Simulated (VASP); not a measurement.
# Sr (Im-3m) in VASP: single point with PBE

Aim: the single point of Sr with PBE.

Program: VASP 6.6.1. These are calculated values, not measurements. Logs are shortened: lines on timing, memory, paths and dates and some standing lists are left out, and cuts for length are marked.

## (1) The cell of the first run

The structure is cubic, space group Im-3m (No. 229). The conventional cell has a = 4.850 Å, b = 4.850 Å, c = 4.850 Å, α = 90.00°, β = 90.00°, γ = 90.00°. Within 5.5 Å of Sr (site symmetry m-3m) lie 14 Sr at 4.20 to 4.85 Å.

## (2) Single point, PBE

INCAR

```
PREC     = Accurate       # precision mode
ENCUT    = 520            # plane-wave cutoff, eV
EDIFF    = 1E-6           # SCF threshold, eV
ISMEAR   = -1             # smearing method
SIGMA    = 0.05           # smearing width, eV
LREAL    = F              # projectors in reciprocal space
LASPH    = T              # aspherical terms in the spheres
NELM     = 80             # most SCF steps
ALGO     = Normal         # electronic algorithm
ISIF     = 2              # what is computed and relaxed
LWAVE    = F              # write WAVECAR
LCHARG   = F              # write CHGCAR
GGA      = PE             # functional
NBANDS   = 11             # bands
```

KPOINTS

```
regular mesh
0
Gamma
  10 10 10
```

POSCAR

```
Sr
1.0
   -2.4250000000      2.4250000000      2.4250000000
    2.4250000000     -2.4250000000      2.4250000000
    2.4250000000      2.4250000000     -2.4250000000
Sr
1
Direct
    0.0000000000      0.0000000000      0.0000000000
```

Potentials or basis: VASP PAW PBE potentials, release 64 (Sr_sv).

Started as:

```
> cat potpaw_PBE.64/Sr_sv/POTCAR > POTCAR
> mpirun -np 1 vasp_std > vasp.out
```

OUTCAR:

```text
PREC = Accurate
   ENCUT = 520
   EDIFF = 1E-6
   ISMEAR = -1
   LREAL = F
   LASPH = T
   NELM = 80
   ISIF = 2
   GGA = PE

 ion  position               nearest neighbor table
   1  0.000  0.000  0.000-

  LATTYP: Found a body centered cubic cell.
 ALAT       =     4.8500000000

  Lattice vectors:

 A1 = (  -2.4250000000,   2.4250000000,   2.4250000000)
 A2 = (   2.4250000000,  -2.4250000000,   2.4250000000)
 A3 = (   2.4250000000,   2.4250000000,  -2.4250000000)

Analysis of symmetry for initial positions (statically):
=====================================================================
 Subroutine PRICEL returns:
 Original cell was already a primitive cell.

 Routine SETGRP: Setting up the symmetry group for a
 body centered cubic supercell.

 Subroutine GETGRP returns: Found 48 space group operations
 (whereof 48 operations were pure point group operations)
 out of a pool of 48 trial point group operations.

The static configuration has the point symmetry O_h .

Analysis of symmetry for dynamics (positions and initial velocities):
=====================================================================
 Subroutine PRICEL returns:
 Original cell was already a primitive cell.

 Routine SETGRP: Setting up the symmetry group for a
 body centered cubic supercell.

 Subroutine GETGRP returns: Found 48 space group operations
 (whereof 48 operations were pure point group operations)
 out of a pool of 48 trial point group operations.

The dynamic configuration has the point symmetry O_h .

 Subroutine INISYM returns: Found 48 space group operations
 (whereof 48 operations are pure point group operations),
 and found     1 'primitive' translations

----------------------------------------------------------------------------------------

                                     Primitive cell

  volume of cell :      57.0421

  direct lattice vectors                    reciprocal lattice vectors
    -2.425000000  2.425000000  2.425000000     0.000000000  0.206185567  0.206185567
     2.425000000 -2.425000000  2.425000000     0.206185567  0.000000000  0.206185567
     2.425000000  2.425000000 -2.425000000     0.206185567  0.206185567  0.000000000

  length of vectors
     4.200223208  4.200223208  4.200223208     0.291590425  0.291590425  0.291590425

  position of ions in fractional coordinates (direct lattice)
[... 75 lines left out ...]
   ENCUT  =  520.0 eV  38.22 Ry    6.18 a.u.   7.81  7.81  7.81*2*pi/ulx,y,z
   NELM   =     80;   NELMIN=  2; NELMDL= -5     # of ELM steps
   EDIFF  = 0.1E-05   stopping-criterion for ELM
   LREAL  =      F    real-space projection
   EDIFFG = 0.1E-04   stopping-criterion for IOM
   NSW    =      0    number of steps for IOM
   IBRION =     -1    ionic relax: 0-MD 1-quasi-New 2-CG
   NFREE  =      0    steps in history (QN), initial steepest desc. (CG)
   ISIF   =      2    stress and relaxation
   ISYM   =      2    0-nonsym 1-usesym 2-fastsym
   POTIM  = 0.5000    time-step for ionic-motion
   TEBEG  =    0.0;   TEEND  =   0.0 temperature during run
   PSTRESS=    0.0 pullay stress
   NELECT =      10.0000    total number of electrons
   NUPDOWN=      -1.0000    fix difference up-down
   EMIN   =  10.00;   EMAX   =-10.00  energy-range for DOS
   EFERMI =   0.00;   METHOD = LEGACY
   ISMEAR =    -1;   SIGMA  =   0.05  broadening in eV -4-tet -1-fermi 0-gaus
   EFERMI_NEDOS =   21; number of points for ismear=-14 and -15
   IALGO  =     38    algorithm
   IMIX   =      4    mixing-type and parameters
     AMIX     =   0.40;   BMIX     =  1.00
     AMIX_MAG =   1.60;   BMIX_MAG =  1.00
  volume/ion in A,a.u.               =      57.04       384.94
  Fermi-wavevector in a.u.,A,eV,Ry     =   0.916241  1.731445 11.422060  0.839498
  Thomas-Fermi vector in A             =   2.041074
   LORBIT       =      0    0 simple, 1 ext, 2 COOP (PROOUT), +10 PAW based schemes
   GGA     = PE    functional components
[... 5 lines left out ...]
 non-spin polarized calculation
  energy-cutoff  :      520.00
  volume of cell :       57.04
 maximum number of plane-waves:      1566
   NGX = 15   NGY = 15   NGZ = 15

 number of electron      10.0000000 magnetization

 Free energy of the ion-electron system (eV)
  ---------------------------------------------------
  ext. energy  EPLUGINS =         0.00000000
  ---------------------------------------------------
  free energy    TOTEN  =        -1.63194752 eV

  energy without entropy =       -1.62123134  energy(sigma->0) =       -1.62658943

 E-fermi :   1.4860     XC(G=0):  -7.2385

 val. band max:        1.4545387953   @ k =   0.5000   0.5000   0.3000
 cond. band min:       1.5244135674   @ k =   0.5000   0.5000   0.2000
 fundamental gap:      0.0698747721
 Fermi energy:         1.4859601464

 k-point     1 :       0.0000    0.0000    0.0000
  band No.  band energies     occupation
      1     -35.2268      2.00000
      2     -17.1185      2.00000
      3     -17.1185      2.00000
      4     -17.1185      2.00000
      5      -2.1216      2.00000
      6       3.7935      0.00000
      7       3.7935      0.00000
      8       3.7935      0.00000
      9       5.0708      0.00000
     10       5.0708      0.00000
     11       9.4019      0.00000
[... 309 lines left out ...]
 k-point    24 :      -0.3000    0.3000    0.1000
  band No.  band energies     occupation
      1     -35.2174      2.00000
      2     -17.2307      2.00000
      3     -17.1630      2.00000
      4     -17.1316      2.00000
      5      -0.6356      2.00000
      6       2.5836      0.00000
      7       3.1112      0.00000
      8       4.3109      0.00000
      9       5.1017      0.00000
     10       5.4589      0.00000
     11       8.0653      0.00000

 [... further k-points ...]

------------------------ aborting loop because EDIFF is reached ----------------------------------------

  FORCE on cell =-STRESS in cart. coord.  units (eV):
  Direction    XX          YY          ZZ          XY          YZ          ZX
  --------------------------------------------------------------------------------------
  -------------------------------------------------------------------------------------
  Total       -0.2104185     -0.2104185     -0.2104185      0.0000000      0.0000000      0.0000000
  in kB       -5.9101594     -5.9101594     -5.9101594      0.0000000      0.0000000      0.0000000
  external PRESSURE =      -5.9101594 kB  Pullay stress =       0.0000000 kB

 VOLUME and BASIS-vectors are now :
 -----------------------------------------------------------------------------
  energy-cutoff  :      520.00
  volume of cell :       57.04
      direct lattice vectors                 reciprocal lattice vectors
    -2.425000000  2.425000000  2.425000000     0.000000000  0.206185567  0.206185567
     2.425000000 -2.425000000  2.425000000     0.206185567  0.000000000  0.206185567
     2.425000000  2.425000000 -2.425000000     0.206185567  0.206185567  0.000000000

 POSITION                                       TOTAL-FORCE (eV/Angst)
 -----------------------------------------------------------------------------------
      0.00000      0.00000      0.00000        -0.000000     -0.000000      0.000000
 -----------------------------------------------------------------------------------
    total drift:                                0.000000      0.000000      0.000000

  FREE ENERGIE OF THE ION-ELECTRON SYSTEM (eV)
  ---------------------------------------------------
  free  energy   TOTEN  =        -1.6319475200 eV

  energy  without entropy=       -1.6212313443  energy(sigma->0) =       -1.62658943
```

stdout:

```text
POSCAR found type information on POSCAR Sr
 POSCAR found :  1 types and       1 ions
 scaLAPACK will be used
 LDA part: xc-table for (Slater+PW92), standard interpolation
 POSCAR, INCAR and KPOINTS ok, starting setup
 FFT: planning ... GRIDC
 FFT: planning ... GRID_SOFT
 FFT: planning ... GRID
 WAVECAR not read
 entering main loop
```

Run time: 23 s. Hardware: 1 thread of Intel Xeon Platinum 8259CL at 2.50GHz (Skylake/Cascade Lake), shared host; peak memory 0.18 GiB.

What came out:

| Quantity | Value |
| --- | --- |
| Free energy | -1.6319 eV |
| Pressure | -0.6 GPa |
| Band gap on the k mesh | zero (band 5 reaches 1.70 eV, above the bottom of band 6 at 1.37 eV) |
